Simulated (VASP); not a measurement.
# KI (Pm-3m) in VASP: further runs

The runs below take KI through single point, with PBEsol.

Program: VASP 6.6.1. These are calculated values, not measurements. Logs are shortened: lines on timing, memory, paths and dates and some standing lists are left out, and cuts for length are marked.

## (1) The cell of the first run

Symmetry: Pm-3m, No. 221, cubic system. The conventional cell has a = 4.348 Å, b = 4.348 Å, c = 4.348 Å, α = 90.00°, β = 90.00°, γ = 90.00°. K (site symmetry m-3m) has 8 I at 3.77 Å and 6 K at 4.35 Å within 4.9 Å. I (site symmetry m-3m) has 8 K at 3.77 Å and 6 I at 4.35 Å within 4.9 Å.

## (2) Single point, PBEsol

The input, INCAR:

```
SYSTEM = KI
PREC = Accurate ; ENCUT = 520
EDIFF = 1E-6 ; ISMEAR = 0
SIGMA = 0.01 ; LREAL = .False.
LASPH = .True. ; NELM = 100
ALGO = Normal ; ISIF = 2
LWAVE = .False. ; LCHARG = .False.
GGA = PS ; NBANDS = 15
```

The input, KPOINTS:

```
regular mesh
0
Gamma
  6 6 6
  0 0 0
```

The input, POSCAR:

```
KI
1.0
    4.3476665942      0.0000000000      0.0000000000
    0.0000000000      4.3476665942      0.0000000000
    0.0000000000      0.0000000000      4.3476665942
K I
1 1
Direct
    0.0000000000      0.0000000000      0.0000000000
    0.5000000000      0.5000000000      0.5000000000
```

Potentials or basis: VASP PAW PBE potentials, release 64 (K_sv, I).

Run with:

```
cat potpaw_PBE.64/K_sv/POTCAR potpaw_PBE.64/I/POTCAR > POTCAR
mpirun -np 1 vasp_std > vasp.out
```

OUTCAR:

```text
SYSTEM = KI
   PREC = Accurate
   ENCUT = 520
   EDIFF = 1E-6
   ISMEAR = 0
   LREAL = .False.
   LASPH = .True.
   NELM = 100
   ISIF = 2
   GGA = PS

 ion  position               nearest neighbor table
   1  0.000  0.000  0.000-
   2  0.500  0.500  0.500-

  LATTYP: Found a simple cubic cell.
 ALAT       =     4.3476665942

  Lattice vectors:

 A1 = (   4.3476665942,   0.0000000000,   0.0000000000)
 A2 = (   0.0000000000,   4.3476665942,   0.0000000000)
 A3 = (   0.0000000000,   0.0000000000,   4.3476665942)

Analysis of symmetry for initial positions (statically):
=====================================================================
 Subroutine PRICEL returns:
 Original cell was already a primitive cell.

 Routine SETGRP: Setting up the symmetry group for a
 simple cubic supercell.

 Subroutine GETGRP returns: Found 48 space group operations
 (whereof 48 operations were pure point group operations)
 out of a pool of 48 trial point group operations.

The static configuration has the point symmetry O_h .

Analysis of symmetry for dynamics (positions and initial velocities):
=====================================================================
 Subroutine PRICEL returns:
 Original cell was already a primitive cell.

 Routine SETGRP: Setting up the symmetry group for a
 simple cubic supercell.

 Subroutine GETGRP returns: Found 48 space group operations
 (whereof 48 operations were pure point group operations)
 out of a pool of 48 trial point group operations.

The dynamic configuration has the point symmetry O_h .

 Subroutine INISYM returns: Found 48 space group operations
 (whereof 48 operations are pure point group operations),
 and found     1 'primitive' translations

----------------------------------------------------------------------------------------

                                     Primitive cell

  volume of cell :      82.1805

  direct lattice vectors                    reciprocal lattice vectors
     4.347666594  0.000000000  0.000000000     0.230008437  0.000000000  0.000000000
     0.000000000  4.347666594  0.000000000     0.000000000  0.230008437  0.000000000
     0.000000000  0.000000000  4.347666594     0.000000000  0.000000000  0.230008437

  length of vectors
     4.347666594  4.347666594  4.347666594     0.230008437  0.230008437  0.230008437

  position of ions in fractional coordinates (direct lattice)
     0.000000000  0.000000000  0.000000000
     0.500000000  0.500000000  0.500000000

  ion indices of the primitive-cell ions
   primitive index   ion index
                 1           1
                 2           2

----------------------------------------------------------------------------------------

 KPOINTS: regular mesh

Automatic generation of k-mesh.
 Grid dimensions read from file:
 generate k-points for:    6    6    6

 Generating k-lattice:

  Cartesian coordinates                     Fractional coordinates (reciprocal lattice)
     0.038334740  0.000000000  0.000000000     0.166666667  0.000000000  0.000000000
     0.000000000  0.038334740  0.000000000     0.000000000  0.166666667  0.000000000
     0.000000000  0.000000000  0.038334740     0.000000000  0.000000000  0.166666667

  Length of vectors
     0.038334740  0.038334740  0.038334740

  Shift w.r.t. Gamma in fractional coordinates (k-lattice)
     0.000000000  0.000000000  0.000000000

 Subroutine IBZKPT returns following result:
 ===========================================

 Found     20 irreducible k-points:

 Following reciprocal coordinates:
            Coordinates               Weight
  0.000000  0.000000  0.000000      1.000000
  0.166667  0.000000  0.000000      6.000000
  0.333333  0.000000  0.000000      6.000000
  0.500000  0.000000  0.000000      3.000000
  0.166667  0.166667  0.000000     12.000000
  0.333333  0.166667  0.000000     24.000000
[... 12 lines left out ...]
  0.500000  0.500000  0.333333      6.000000
  0.500000  0.500000  0.500000      1.000000
   k-points           NKPTS =     20   k-points in BZ     NKDIM =     20   number of bands    NBANDS=     15
   number of dos      NEDOS =    301   number of ions     NIONS =      2
   total plane-waves  NPLWV =  32768
   dimension x,y,z NGX =    32 NGY =   32 NGZ =   32
   dimension x,y,z NGXF=    64 NGYF=   64 NGZF=   64
   ions per type =               1   1
   NGX,Y,Z   is equivalent  to a cutoff of  12.24, 12.24, 12.24 a.u.
   NGXF,Y,Z  is equivalent  to a cutoff of  24.47, 24.47, 24.47 a.u.
 SYSTEM =  KI
   PREC   = accura    normal or accurate (medium, high low for compatibility)
   ISTART =      0    job   : 0-new  1-cont  2-samecut
   ICHARG =      2    charge: 1-file 2-atom 10-const
   ISPIN  =      1    spin polarized calculation?
   LNONCOLLINEAR =      F non collinear calculations
   LSORBIT =      F    spin-orbit coupling
   LASPH  =      T    aspherical Exc in radial PAW
   ENCUT  =  520.0 eV  38.22 Ry    6.18 a.u.   8.08  8.08  8.08*2*pi/ulx,y,z
   NELM   =    100;   NELMIN=  2; NELMDL= -5     # of ELM steps
   EDIFF  = 0.1E-05   stopping-criterion for ELM
   LREAL  =      F    real-space projection
   EDIFFG = 0.1E-04   stopping-criterion for IOM
   NSW    =      0    number of steps for IOM
   IBRION =     -1    ionic relax: 0-MD 1-quasi-New 2-CG
   NFREE  =      0    steps in history (QN), initial steepest desc. (CG)
   ISIF   =      2    stress and relaxation
   ISYM   =      2    0-nonsym 1-usesym 2-fastsym
   POTIM  = 0.5000    time-step for ionic-motion
   TEBEG  =    0.0;   TEEND  =   0.0 temperature during run
   PSTRESS=    0.0 pullay stress
   NELECT =      16.0000    total number of electrons
   NUPDOWN=      -1.0000    fix difference up-down
   EMIN   =  10.00;   EMAX   =-10.00  energy-range for DOS
   EFERMI =   0.00;   METHOD = LEGACY
   ISMEAR =     0;   SIGMA  =   0.01  broadening in eV -4-tet -1-fermi 0-gaus
   EFERMI_NEDOS =   21; number of points for ismear=-14 and -15
   IALGO  =     38    algorithm
   IMIX   =      4    mixing-type and parameters
     AMIX     =   0.40;   BMIX     =  1.00
     AMIX_MAG =   1.60;   BMIX_MAG =  1.00
  volume/ion in A,a.u.               =      41.09       277.29
  Fermi-wavevector in a.u.,A,eV,Ry     =   0.948838  1.793043 12.249229  0.900293
  Thomas-Fermi vector in A             =   2.077064
   LORBIT       =      0    0 simple, 1 ext, 2 COOP (PROOUT), +10 PAW based schemes
   GGA     = PS    functional components
   LHFCALC =     F    Hartree Fock is set to
   AEXX    =    0.0000 exact exchange contribution
   IVDW    =     0    specifies the selected vdW correction
   LEPSILON=     F    determine dielectric tensor
   LRPA    =     F    only Hartree local field effects (RPA)
 non-spin polarized calculation
 Gauss-broadening in eV      SIGMA  =   0.01
  energy-cutoff  :      520.00
  volume of cell :       82.18
 maximum number of plane-waves:      2272
   NGX = 17   NGY = 17   NGZ = 17

 number of electron      16.0000004 magnetization

 Free energy of the ion-electron system (eV)
  ---------------------------------------------------
  ext. energy  EPLUGINS =         0.00000000
  ---------------------------------------------------
  free energy    TOTEN  =        -5.70723816 eV

  energy without entropy =       -5.70723816  energy(sigma->0) =       -5.70723816

 E-fermi :   0.5803     XC(G=0):  -7.7104

 val. band max:        0.5338996331   @ k =   0.5000   0.5000   0.0000
 cond. band min:       3.6298491865   @ k =   0.0000   0.0000   0.0000
 fundamental gap:      3.0959495534
 Fermi energy:         0.5802679783

 k-point     1 :       0.0000    0.0000    0.0000
  band No.  band energies     occupation
      1     -28.6887      2.00000
      2     -12.2037      2.00000
      3     -12.2037      2.00000
      4     -12.2037      2.00000
      5     -10.5658      2.00000
      6       0.1888      2.00000
      7       0.1888      2.00000
      8       0.1888      2.00000
      9       3.6298      0.00000
     10       5.2798      0.00000
     11       5.2798      0.00000
     12       8.8809      0.00000
     13       8.8809      0.00000
     14       8.8809      0.00000
     15      10.9041      0.00000

 k-point     2 :       0.1667    0.0000    0.0000
  band No.  band energies     occupation
      1     -28.6877      2.00000
      2     -12.2422      2.00000
      3     -12.2011      2.00000
      4     -12.2011      2.00000
      5     -10.4986      2.00000
      6      -0.4283      2.00000
      7       0.2081      2.00000
      8       0.2081      2.00000
      9       4.2034      0.00000
     10       5.4739      0.00000
     11       5.8973      0.00000
     12       8.7823      0.00000
     13       8.7823      0.00000
     14       8.9895      0.00000
     15       9.9626      0.00000

 k-point     3 :       0.3333    0.0000    0.0000
  band No.  band energies     occupation
      1     -28.6857      2.00000
      2     -12.3141      2.00000
      3     -12.1961      2.00000
      4     -12.1961      2.00000
      5     -10.3651      2.00000
      6      -1.3035      2.00000
      7       0.2470      2.00000
      8       0.2470      2.00000
      9       5.1521      0.00000
     10       6.0382      0.00000
     11       7.0586      0.00000
     12       8.4883      0.00000
     13       8.7449      0.00000
     14       8.7449      0.00000
     15       9.2471      0.00000

 k-point     4 :       0.5000    0.0000    0.0000
  band No.  band energies     occupation
      1     -28.6847      2.00000
      2     -12.3479      2.00000
      3     -12.1936      2.00000
      4     -12.1936      2.00000
      5     -10.2983      2.00000
      6      -1.6559      2.00000
      7       0.2667      2.00000
      8       0.2667      2.00000
      9       5.7742      0.00000
     10       6.6695      0.00000
     11       7.3055      0.00000
     12       7.5195      0.00000
     13       9.0988      0.00000
     14       9.0988      0.00000
     15       9.1065      0.00000
[... 235 lines left out ...]
 k-point    18 :       0.5000    0.3333    0.3333
  band No.  band energies     occupation
      1     -28.6790      2.00000
      2     -12.2737      2.00000
      3     -12.2486      2.00000
      4     -12.2452      2.00000
      5     -10.1710      2.00000
      6      -1.1051      2.00000
      7      -0.7675      2.00000
      8      -0.7193      2.00000
      9       5.5576      0.00000
     10       6.0911      0.00000
     11       6.5281      0.00000
     12       8.3393      0.00000
     13       8.9395      0.00000
     14       9.0900      0.00000
     15      10.1694      0.00000

 k-point    19 :       0.5000    0.5000    0.3333
  band No.  band energies     occupation
      1     -28.6780      2.00000
      2     -12.2663      2.00000
      3     -12.2663      2.00000
      4     -12.2434      2.00000
      5     -10.1383      2.00000
      6      -1.0518      2.00000
      7      -1.0518      2.00000
      8      -0.7165      2.00000
      9       5.4643      0.00000
     10       6.2741      0.00000
     11       6.2741      0.00000
     12       8.5276      0.00000
     13       9.2924      0.00000
     14       9.2924      0.00000
     15       9.9255      0.00000

 k-point    20 :       0.5000    0.5000    0.5000
  band No.  band energies     occupation
      1     -28.6771      2.00000
      2     -12.2623      2.00000
      3     -12.2623      2.00000
      4     -12.2623      2.00000
      5     -10.0985      2.00000
      6      -1.0342      2.00000
      7      -1.0342      2.00000
      8      -1.0342      2.00000
      9       6.0326      0.00000
     10       6.0326      0.00000
     11       6.0326      0.00000
     12       9.2172      0.00000
     13       9.2172      0.00000
     14       9.2172      0.00000
     15       9.4192      0.00000

------------------------ aborting loop because EDIFF is reached ----------------------------------------

  FORCE on cell =-STRESS in cart. coord.  units (eV):
  Direction    XX          YY          ZZ          XY          YZ          ZX
  --------------------------------------------------------------------------------------
  -------------------------------------------------------------------------------------
  Total       -0.4963567     -0.4963567     -0.4963567      0.0000000      0.0000000      0.0000000
  in kB       -9.6768898     -9.6768898     -9.6768898      0.0000000      0.0000000      0.0000000
  external PRESSURE =      -9.6768898 kB  Pullay stress =       0.0000000 kB

 VOLUME and BASIS-vectors are now :
 -----------------------------------------------------------------------------
  energy-cutoff  :      520.00
  volume of cell :       82.18
      direct lattice vectors                 reciprocal lattice vectors
     4.347666594  0.000000000  0.000000000     0.230008437  0.000000000  0.000000000
     0.000000000  4.347666594  0.000000000     0.000000000  0.230008437  0.000000000
     0.000000000  0.000000000  4.347666594     0.000000000  0.000000000  0.230008437

 POSITION                                       TOTAL-FORCE (eV/Angst)
 -----------------------------------------------------------------------------------
      0.00000      0.00000      0.00000         0.000000      0.000000      0.000000
      2.17383      2.17383      2.17383         0.000000      0.000000      0.000000
 -----------------------------------------------------------------------------------
    total drift:                                0.000000      0.000000     -0.000000

  FREE ENERGIE OF THE ION-ELECTRON SYSTEM (eV)
  ---------------------------------------------------
  free  energy   TOTEN  =        -5.7072381603 eV

  energy  without entropy=       -5.7072381603  energy(sigma->0) =       -5.70723816
```

Wall time 20 s (1 thread of Intel Xeon 8259CL, shared host); peak memory 0.19 GiB.

Results:

```yaml
Free_energy: -5.7072 eV
Pressure: -1.0 GPa
Band_gap_on_the_k_mesh: 3.10 eV (least direct gap 3.44 eV)
```

Caveat: the PAW data sets were made with another functional, which shifts forces and pressure a little; spin-orbit coupling is left out, which moves the levels of the heavy elements. A k mesh can miss the band edges.

## (3) Single point, PBEsol

This run uses another cell than the first one, of 42.67 Å³/atom.

The input, INCAR:

```
SYSTEM = KI
PREC = Accurate ; ENCUT = 520
EDIFF = 1E-7 ; ISMEAR = 0
SIGMA = 0.01 ; LREAL = .FALSE.
LASPH = .TRUE. ; NELM = 60
ALGO = Normal ; ISIF = 2
LWAVE = .FALSE. ; LCHARG = .FALSE.
GGA = PS ; NBANDS = 15
```

The input, KPOINTS:

```
Automatic mesh
0
G
  6 6 6
  0 0 0
```

The input, POSCAR:

```
KI
1.0
    4.4027061915      0.0000000000      0.0000000000
    0.0000000000      4.4027061915      0.0000000000
    0.0000000000      0.0000000000      4.4027061915
K I
1 1
Direct
    0.0000000000      0.0000000000      0.0000000000
    0.5000000000      0.5000000000      0.5000000000
```

Potentials or basis: VASP PAW PBE potentials, release 64 (K_sv, I).

Run with:

```
cat potpaw_PBE.64/K_sv/POTCAR potpaw_PBE.64/I/POTCAR > POTCAR
mpirun -np 1 vasp_std > vasp.out
```

Wall time 36 s (1 thread of Intel Xeon 8259CL, shared host); peak memory 0.21 GiB.

Results (log left out):

```
Free energy            : -5.6848 eV
Pressure               : -1.3 GPa
Band gap on the k mesh : 3.02 eV (least direct gap 3.34 eV)
```

Levels at points of the mesh, in eV from the valence-band top:
```tsv
k point	band 5	band 6	band 7	band 8	band 9	band 10	band 11	band 12
(0.00, 0.00, 0.00)	-11.01	-0.33	-0.33	-0.33	3.02	4.81	4.81	8.30
(0.50, 0.00, 0.00)	-10.78	-2.06	-0.25	-0.25	5.15	6.16	6.59	7.01
(0.50, 0.50, 0.00)	-10.73	-1.54	-1.54	0.00	3.88	5.58	6.78	6.78
(0.50, 0.50, 0.50)	-10.59	-1.46	-1.46	-1.46	5.48	5.48	5.48	8.55
```

Caveat: the PAW data sets were made with another functional, which shifts forces and pressure a little; spin-orbit coupling is left out, which moves the levels of the heavy elements.

## (4) Single point, PBEsol

This run uses another cell than the first one, of 44.25 Å³/atom.

The input, INCAR:

```
  PREC = Accurate
  ENCUT = 520
  EDIFF = 1E-6
  ISMEAR = 0
  SIGMA = 0.01
  LREAL = False
  LASPH = True
  NELM = 80
  ALGO = Normal
  ISIF = 2
  LWAVE = False
  LCHARG = False
  GGA = PS
  NBANDS = 15
```

The input, KPOINTS:

```
Automatic mesh
0
Gamma
  6 6 6
```

The input, POSCAR:

```
KI
1.0
    4.4564030225      0.0000000000      0.0000000000
    0.0000000000      4.4564030225      0.0000000000
    0.0000000000      0.0000000000      4.4564030225
K I
1 1
Direct
    0.0000000000      0.0000000000      0.0000000000
    0.5000000000      0.5000000000      0.5000000000
```

Potentials or basis: VASP PAW PBE potentials, release 64 (K_sv, I).

Run with:

```
cat potpaw_PBE.64/K_sv/POTCAR potpaw_PBE.64/I/POTCAR > POTCAR
mpirun -np 1 vasp_std > vasp.out
```

OUTCAR:

```text
PREC = Accurate
   ENCUT = 520
   EDIFF = 1E-6
   ISMEAR = 0
   LREAL = False
   LASPH = True
   NELM = 80
   ISIF = 2
   GGA = PS

 ion  position               nearest neighbor table
   1  0.000  0.000  0.000-
   2  0.500  0.500  0.500-

  LATTYP: Found a simple cubic cell.
 ALAT       =     4.4564030225

  Lattice vectors:

 A1 = (   4.4564030225,   0.0000000000,   0.0000000000)
 A2 = (   0.0000000000,   4.4564030225,   0.0000000000)
[... 537 lines left out ...]
     15       8.5885      0.00000

------------------------ aborting loop because EDIFF is reached ----------------------------------------

  FORCE on cell =-STRESS in cart. coord.  units (eV):
  Direction    XX          YY          ZZ          XY          YZ          ZX
  --------------------------------------------------------------------------------------
  -------------------------------------------------------------------------------------
  Total       -0.8554929     -0.8554929     -0.8554929     -0.0000000     -0.0000000      0.0000000
  in kB      -15.4872257    -15.4872257    -15.4872257     -0.0000000     -0.0000000      0.0000000
  external PRESSURE =     -15.4872257 kB  Pullay stress =       0.0000000 kB

 VOLUME and BASIS-vectors are now :
 -----------------------------------------------------------------------------
  energy-cutoff  :      520.00
  volume of cell :       88.50
      direct lattice vectors                 reciprocal lattice vectors
     4.456403022  0.000000000  0.000000000     0.224396222  0.000000000  0.000000000
     0.000000000  4.456403022  0.000000000     0.000000000  0.224396222  0.000000000
     0.000000000  0.000000000  4.456403022     0.000000000  0.000000000  0.224396222

 POSITION                                       TOTAL-FORCE (eV/Angst)
 -----------------------------------------------------------------------------------
      0.00000      0.00000      0.00000         0.000000      0.000000      0.000000
      2.22820      2.22820      2.22820         0.000000      0.000000      0.000000
 -----------------------------------------------------------------------------------
    total drift:                                0.000000      0.000000      0.000000

  FREE ENERGIE OF THE ION-ELECTRON SYSTEM (eV)
  ---------------------------------------------------
  free  energy   TOTEN  =        -5.6566479351 eV

  energy  without entropy=       -5.6566479351  energy(sigma->0) =       -5.65664794
```

It took 33 s on 1 thread of Intel Xeon 8259CL, shared host; peak memory 0.21 GiB.

Results:

| Property | Result |
| --- | --- |
| Free energy | -5.6566 eV |
| Pressure | -1.5 GPa |
| Band gap on the k mesh | 2.95 eV (least direct gap 3.26 eV) |

Caveat: the PAW data sets were made with another functional, which shifts forces and pressure a little; spin-orbit coupling is left out, which moves the levels of the heavy elements. A k mesh can miss the band edges.

## (5) Summary

```tsv
cell	gap on the mesh (eV)	pressure (GPa)
a = 4.348 Å, 2 atoms	3.10	-1.0
a = 4.403 Å, 2 atoms	3.02	-1.3
a = 4.456 Å, 2 atoms	2.95	-1.5
```

Alike in all rows: task single point; level PBEsol; potentials or basis VASP PAW PBE potentials, release 64 (K_sv, I); no spin polarisation; k mesh 6 × 6 × 6; cutoff (eV) 520; smearing gaussian 0.01 eV.

Caveats: the PAW data sets were made with another functional, which shifts forces and pressure a little; spin-orbit coupling is left out, which moves the levels of the heavy elements.

Total energies depend on the potentials used, so only differences within one code and one set of settings carry meaning.
